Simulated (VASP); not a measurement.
# Ag in VASP: a series of runs, part 2 of 2

VASP 6.6.1. The steps go on from the part before.

## (5) Single point, r2SCAN (biaxial strain in the a-b plane: -3.0 %, then relaxed in part)

Input file POSCAR:

```
Ag
1.0
    1.9906128352      1.9906128352      0.0000000000
   -1.9906128352      1.9906128352      0.0000000000
    0.0000000000      0.0000000000      4.2787551105
Ag
2
Direct
    0.0000000000      0.0000000000      0.0000000000
    0.5000000000      0.5000000000      0.5000000000
```

Input file INCAR.step1:

```
  PREC = Accurate
  ENCUT = 520
  ISMEAR = 0
  SIGMA = 0.1
  LREAL = F
  LASPH = T
  NELM = 80
  NBANDS = 18
  GGA = PE
  ALGO = Normal
  EDIFF = 1E-4
  LWAVE = T
  LCHARG = F
```

Input file INCAR.step2:

```
  PREC = Accurate
  ENCUT = 520
  EDIFF = 1E-6
  ISMEAR = 0
  SIGMA = 0.1
  LREAL = F
  LASPH = T
  NELM = 80
  ALGO = Normal
  ISIF = 2
  LWAVE = F
  LCHARG = F
  METAGGA = R2SCAN
  LMIXTAU = T
  NBANDS = 18
  ISTART = 1
```

Input file KPOINTS:

```
Automatic mesh
0
Gamma
  18 18 12
```

The run is started by

```
$ cat potpaw_PBE.64/Ag/POTCAR > POTCAR
$ cp INCAR.step1 INCAR
$ mpirun -np 1 vasp_std > vasp.out
$ cp INCAR.step2 INCAR
$ mpirun -np 1 vasp_std > vasp.out
```

It took 7.6 min on 1 thread of Intel Xeon Platinum 8259CL at 2.50GHz (Skylake/Cascade Lake), shared host; peak memory 0.3 GiB.

The run converged. Its results:

| Property | Result |
| --- | --- |
| Free energy | -42.6942 eV |
| Pressure | 2.5 GPa |
| Band gap on the k mesh | zero (band 11 reaches 14.75 eV, above the bottom of band 12 at 4.92 eV) |

Stress tensor (GPa, compression positive):
```
3.71 0.00 0.00
0.00 3.71 0.00
0.00 0.00 0.12
```

Levels at points of the mesh, in eV from the Fermi level:
```csv
k point,band 8,band 9,band 10,band 11,band 12,band 13,band 14,band 15
"(0.00, 0.00, 0.00)",-3.88,-3.30,-3.10,-3.10,0.91,5.82,12.08,12.08
"(0.50, 0.00, 0.00)",-4.45,-3.99,-3.99,-0.31,-0.31,8.94,8.94,9.09
"(0.50, 0.50, 0.00)",-3.25,-2.87,-2.87,2.17,2.17,7.65,7.65,10.73
"(0.00, 0.00, 0.50)",-4.15,-4.15,-4.15,-3.59,-3.59,14.84,14.84,15.78
"(0.50, 0.00, 0.50)",-3.38,-3.19,-3.19,-0.34,-0.34,3.76,3.76,15.49
"(0.50, 0.50, 0.50)",-4.10,-2.87,-2.87,6.23,6.23,6.23,6.23,7.84
```

Caveat: the cell differs from its parent crystal (biaxial strain in the a-b plane: -3.0 %, then relaxed in part); the PAW data sets were made with another functional, which shifts forces and pressure a little.

## (6) Single point, r2SCAN (biaxial strain in the a-b plane: -1.5 %, then relaxed in part)

Input file POSCAR:

```
Ag
1.0
    2.0213955079      2.0213955079      0.0000000000
   -2.0213955079      2.0213955079      0.0000000000
    0.0000000000      0.0000000000      4.1887740473
Ag
2
Direct
    0.0000000000      0.0000000000      0.0000000000
    0.5000000000      0.5000000000      0.5000000000
```

Input file INCAR.step1:

```
PREC = Accurate
ENCUT = 520
ISMEAR = 0
SIGMA = 0.1
LREAL = False
LASPH = True
NELM = 100
NBANDS = 18
GGA = PE
ALGO = Normal
EDIFF = 1E-4
LWAVE = True
LCHARG = False
```

Input file INCAR.step2:

```
PREC = Accurate
ENCUT = 520
EDIFF = 1E-7
ISMEAR = 0
SIGMA = 0.1
LREAL = False
LASPH = True
NELM = 100
ALGO = Normal
ISIF = 2
LWAVE = False
LCHARG = True
METAGGA = R2SCAN
LMIXTAU = True
LELF = True
LVHAR = True
NBANDS = 18
ISTART = 1
```

Input file KPOINTS:

```
regular mesh
0
Gamma
  18 18 12
```

Potentials or basis: VASP PAW PBE potentials, release 64 (Ag).

The run is started by

```
$ cat potpaw_PBE.64/Ag/POTCAR > POTCAR
$ cp INCAR.step1 INCAR
$ mpirun -np 1 vasp_std > vasp.out
$ cp INCAR.step2 INCAR
$ mpirun -np 1 vasp_std > vasp.out
```

OUTCAR:

```text
PREC = Accurate
   ENCUT = 520
   EDIFF = 1E-7
   ISMEAR = 0
   LREAL = False
   LASPH = True
   NELM = 100
   ISIF = 2
   METAGGA = R2SCAN
   ISTART = 1

 ion  position               nearest neighbor table
   1  0.000  0.000  0.000-   2 2.91   2 2.91   2 2.91   2 2.91   2 2.91   2 2.91   2 2.91   2 2.91

   2  0.500  0.500  0.500-   1 2.91   1 2.91   1 2.91   1 2.91   1 2.91   1 2.91   1 2.91   1 2.91

  LATTYP: Found a simple tetragonal cell.
 ALAT       =     2.8586849422
 C/A-ratio  =     1.4652800613

  Lattice vectors:

 A1 = (   2.0213955079,   2.0213955079,   0.0000000000)
 A2 = (  -2.0213955079,   2.0213955079,   0.0000000000)
 A3 = (   0.0000000000,   0.0000000000,   4.1887740473)

Analysis of symmetry for initial positions (statically):
=====================================================================
 Subroutine PRICEL returns following result:

  LATTYP: Found a body centered tetragonal cell.
 ALAT       =     2.8586849422
 C/A-ratio  =     1.4652800613

  Lattice vectors:

 A1 = (   2.0213955079,   0.0000000000,  -2.0943870236)
 A2 = (  -2.0213955079,   0.0000000000,  -2.0943870236)
 A3 = (   0.0000000000,   2.0213955079,   2.0943870236)

   2 primitive cells build up your supercell.

 Routine SETGRP: Setting up the symmetry group for a
 simple tetragonal supercell.

 Subroutine GETGRP returns: Found 16 space group operations
 (whereof 16 operations were pure point group operations)
 out of a pool of 16 trial point group operations.

The static configuration has the point symmetry D_4h.

Analysis of symmetry for dynamics (positions and initial velocities):
=====================================================================
 Subroutine PRICEL returns following result:

  LATTYP: Found a body centered tetragonal cell.
 ALAT       =     2.8586849422
 C/A-ratio  =     1.4652800613

  Lattice vectors:

 A1 = (   2.0213955079,   0.0000000000,  -2.0943870236)
 A2 = (  -2.0213955079,   0.0000000000,  -2.0943870236)
[... 126 lines left out ...]
   IALGO  =     38    algorithm
   IMIX   =      4    mixing-type and parameters
     AMIX     =   0.40;   BMIX     =  1.00
     AMIX_MAG =   1.60;   BMIX_MAG =  1.00
  volume/ion in A,a.u.               =      17.12       115.50
  Fermi-wavevector in a.u.,A,eV,Ry     =   1.412784  2.669775 27.156680  1.995960
  Thomas-Fermi vector in A             =   2.534497
   LORBIT       =      0    0 simple, 1 ext, 2 COOP (PROOUT), +10 PAW based schemes
   METAGGA = R2SCAN    functional components
   LHFCALC =     F    Hartree Fock is set to
   AEXX    =    0.0000 exact exchange contribution
   IVDW    =     0    specifies the selected vdW correction
   LEPSILON=     F    determine dielectric tensor
   LRPA    =     F    only Hartree local field effects (RPA)
 non-spin polarized calculation
 Gauss-broadening in eV      SIGMA  =   0.10
  energy-cutoff  :      520.00
  volume of cell :       34.23
 maximum number of plane-waves:       944
 NGX is ok and might be reduce to    24
   NGX = 11   NGY = 11   NGZ = 15

 number of electron      21.9999999 magnetization

 Free energy of the ion-electron system (eV)
  ---------------------------------------------------
  ext. energy  EPLUGINS =         0.00000000
  ---------------------------------------------------
  free energy    TOTEN  =       -42.71120856 eV

  energy without entropy =      -42.70845192  energy(sigma->0) =      -42.70983024

 E-fermi :   8.3824     XC(G=0): -12.9418

 val. band max:        8.3669600003   @ k =   0.5000   0.1667   0.0833
 cond. band min:       8.3980363224   @ k =   0.2778   0.0556   0.3333
 fundamental gap:      0.0310763221
 Fermi energy:         8.3824304217

 k-point     1 :       0.0000    0.0000    0.0000
  band No.  band energies     occupation
      1       0.4487      2.00000
      2       1.6109      2.00000
      3       1.7216      2.00000
      4       3.1027      2.00000
      5       3.3340      2.00000
      6       3.3340      2.00000
[... 481 lines left out ...]
      5       3.1867      2.00000
      6       3.3787      2.00000
[... 10 lines left out ...]
     17      21.7150      0.00000
     18      26.7061      0.00000

 [... further k-points ...]

------------------------ aborting loop because EDIFF is reached ----------------------------------------

  FORCE on cell =-STRESS in cart. coord.  units (eV):
  Direction    XX          YY          ZZ          XY          YZ          ZX
  --------------------------------------------------------------------------------------
  -------------------------------------------------------------------------------------
  Total        0.3932221      0.3932221      0.0280748      0.0000000      0.0000000      0.0000000
  in kB       18.4047113     18.4047113      1.3140389      0.0000000      0.0000000      0.0000000
  external PRESSURE =      12.7078205 kB  Pullay stress =       0.0000000 kB

 VOLUME and BASIS-vectors are now :
 -----------------------------------------------------------------------------
  energy-cutoff  :      520.00
  volume of cell :       34.23
      direct lattice vectors                 reciprocal lattice vectors
     2.021395508  2.021395508  0.000000000     0.247353869  0.247353869  0.000000000
    -2.021395508  2.021395508  0.000000000    -0.247353869  0.247353869  0.000000000
     0.000000000  0.000000000  4.188774047     0.000000000  0.000000000  0.238733336

 POSITION                                       TOTAL-FORCE (eV/Angst)
 -----------------------------------------------------------------------------------
      0.00000      0.00000      0.00000         0.000000     -0.000000     -0.000000
      0.00000      2.02140      2.09439        -0.000000      0.000000      0.000000
 -----------------------------------------------------------------------------------
    total drift:                               -0.000000      0.000000     -0.000000

  FREE ENERGIE OF THE ION-ELECTRON SYSTEM (eV)
  ---------------------------------------------------
  free  energy   TOTEN  =       -42.7112085602 eV

  energy  without entropy=      -42.7084519224  energy(sigma->0) =      -42.70983024
```

OSZICAR.step1:

```text
N       E                     dE             d eps       ncg     rms          rms(c)
DAV:   1     0.127854396977E+03    0.12785E+03   -0.11492E+04 13980   0.119E+03
DAV:   2    -0.378386950845E+01   -0.13164E+03   -0.12509E+03 14446   0.269E+02
DAV:   3    -0.591609122912E+01   -0.21322E+01   -0.21246E+01 15944   0.387E+01
DAV:   4    -0.592382585328E+01   -0.77346E-02   -0.77339E-02 15196   0.230E+00
DAV:   5    -0.592389933359E+01   -0.73480E-04   -0.73481E-04 15208   0.231E-01    0.733E+00
DAV:   6    -0.543683084339E+01    0.48707E+00   -0.11611E+00 14446   0.117E+01    0.475E+00
DAV:   7    -0.542060049540E+01    0.16230E-01   -0.16464E-02 14874   0.123E+00    0.265E+00
DAV:   8    -0.541497688637E+01    0.56236E-02   -0.12449E-03 14448   0.272E-01    0.132E-01
DAV:   9    -0.541498843313E+01   -0.11547E-04   -0.14838E-05  8444   0.305E-02
   1 F= -.54149884E+01 E0= -.54134886E+01  d E =-.299975E-02
```

Run time: 8.7 min. Hardware: 1 thread of Intel Xeon Platinum 8259CL at 2.50GHz (Skylake/Cascade Lake), shared host; peak memory 0.31 GiB.

Results:

* Free energy: -42.7112 eV
* Pressure: 1.3 GPa
* Band gap on the k mesh: zero (band 11 reaches 14.56 eV, above the bottom of band 12 at 4.73 eV)

Caveat: the cell differs from its parent crystal (biaxial strain in the a-b plane: -1.5 %, then relaxed in part); the PAW data sets were made with another functional, which shifts forces and pressure a little.

## (7) The runs side by side

| task | cell | k mesh | cutoff (eV) | gap on the mesh (eV) | pressure (GPa) |
| --- | --- | --- | --- | --- | --- |
| relaxation of cell and atoms | relaxed from a = 2.902 Å, angles 60.0°, 1 atom | 18 × 18 × 18 | 600 | none | 0.0 |
| single point | a = 2.902, b = 2.902, c = 4.104 Å, 2 atoms | 18 × 18 × 12 | 520 | none | 0.2 |
| single point | a = 2.859, b = 2.859, c = 4.141 Å, 2 atoms | 18 × 18 × 12 | 520 | none | 2.6 |
| single point | a = 2.815, b = 2.815, c = 4.279 Å, 2 atoms | 18 × 18 × 12 | 520 | none | 2.5 |
| single point | a = 2.859, b = 2.859, c = 4.189 Å, 2 atoms | 18 × 18 × 12 | 520 | none | 1.3 |

Alike in all rows: level r2SCAN; potentials or basis VASP PAW PBE potentials, release 64 (Ag); no spin polarisation; smearing gaussian 0.1 eV.

Caveats: the PAW data sets were made with another functional, which shifts forces and pressure a little.

Total energies depend on the potentials used, so only differences within one code and one set of settings carry meaning.
